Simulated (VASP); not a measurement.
A run of VASP 6.6.1 is set up as follows.

File INCAR:

```
PREC = Accurate ; ENCUT = 520
EDIFF = 1E-6 ; ISMEAR = 0
SIGMA = 0.1 ; LREAL = False
LASPH = True ; NELM = 80
ALGO = Normal ; ISIF = 2
LWAVE = False ; LCHARG = True
GGA = PE ; LELF = True
LVHAR = True ; NBANDS = 58
```

Contents of KPOINTS:

```
regular mesh
0
Gamma
  3 3 4
```

POSCAR

```
Hf3SnTe8
1.0
    8.1140561000      0.0000000000      0.0000000000
   -4.0570281000      7.0269787000      0.0000000000
    0.0000000000      0.0000000000      7.3775850000
Hf Sn Te
3 1 8
Direct
    0.5000000000      0.0000000000      0.0000000000
    0.5000000000      0.5000000000      0.0000000000
    0.0000000000      0.5000000000      0.0000000000
    0.0000000000      0.0000000000      0.0000000000
    0.6666667000      0.3333333000      0.2376240000
    0.6542480000      0.8271240000      0.2385470000
    0.1728760000      0.3457520000      0.2385470000
    0.1728760000      0.8271240000      0.2385470000
    0.8271240000      0.1728760000      0.7614530000
    0.8271240000      0.6542480000      0.7614530000
    0.3457520000      0.1728760000      0.7614530000
    0.3333333000      0.6666667000      0.7623760000
```

Potentials or basis: VASP PAW PBE potentials, release 64 (Hf_pv, Sn_d, Te).

The run is started by

```bash
$ cat potpaw_PBE.64/Hf_pv/POTCAR potpaw_PBE.64/Sn_d/POTCAR potpaw_PBE.64/Te/POTCAR > POTCAR
$ mpirun -np 1 vasp_std > vasp.out
```

Q: What does it give for the pressure?

A: 0.0 GPa.

Q: What does it give for the largest force?

A: 0.040 eV/Å.

Forces in eV/Å, atoms in the order of the input:
```
Hf   0.000  0.000  0.000
Hf   0.000  0.000  0.000
Hf   0.000  0.000  0.000
Sn   0.000  0.000  0.000
Te   0.000  0.000 -0.040
Te   0.015  0.009 -0.014
Te   0.000 -0.017 -0.014
Te  -0.015  0.009 -0.014
Te   0.015 -0.009  0.014
Te   0.000  0.017  0.014
Te  -0.015 -0.009  0.014
Te   0.000  0.000  0.040
```

Caveat: this functional lacks dispersion, which binds the layers, so the pressure and a relaxed spacing across them are unreliable.
